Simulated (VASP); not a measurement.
CuO (zincblende type): electric field gradients with PBE

Crystal: CuO (zincblende type).

```xyz
2
Lattice="0.0000 2.2842 2.2842 2.2842 0.0000 2.2842 2.2842 2.2842 0.0000" Properties=species:S:1:pos:R:3 pbc="T T T"
Cu    0.0000    0.0000    0.0000
O     1.1421    1.1421    1.1421
```

```
Program                : VASP 6.6.1
Task                   : electric field gradients
Functional             : PBE
Potentials or basis    : VASP PAW PBE potentials, release 64 (Cu, O)
Cutoff                 : 520 eV
k mesh                 : 16 × 16 × 16
Occupations            : fermi-dirac, width 0.05 eV
Spin                   : no spin polarisation
Dipole correction      : no
Further INCAR settings : ALGO = Normal; EDIFF = 1e-08; NBANDS = 16
```

```json
{"Pressure": "-3.2 GPa", "Band gap on the k mesh": "zero (an odd number of electrons rules out a gap without spin polarisation)", "Largest electric field gradient by atom": "zero within the noise of the run"}
```

Levels at points of the mesh, in eV from the Fermi level:
```
           k point  band 6  band 7  band 8  band 9  band 10  band 11  band 12  band 13
(0.00, 0.00, 0.00)   -1.96    0.77    0.77    0.77     0.95    14.19    14.19    14.19
(0.50, 0.00, 0.00)   -1.86   -1.76   -0.01   -0.01     6.05     7.82    13.82    13.82
(0.50, 0.50, 0.00)   -1.75   -1.36   -1.10   -1.10     5.83     9.71    11.49    14.58
```

Run time: 47 s on 1 thread of Intel Xeon 6455B, on a shared host, peak memory 0.18 GiB.

Caveat: the cell stands under tension; an odd number of electrons without spin polarisation forces a metal; a magnetic or distorted state may lie lower; semilocal functionals often make such compounds metallic where correlation or magnetic order opens a gap, which also shifts bond lengths. With open d or f shells a metallic result of PBE can be an artefact of self-interaction; +U or a hybrid may open a gap.
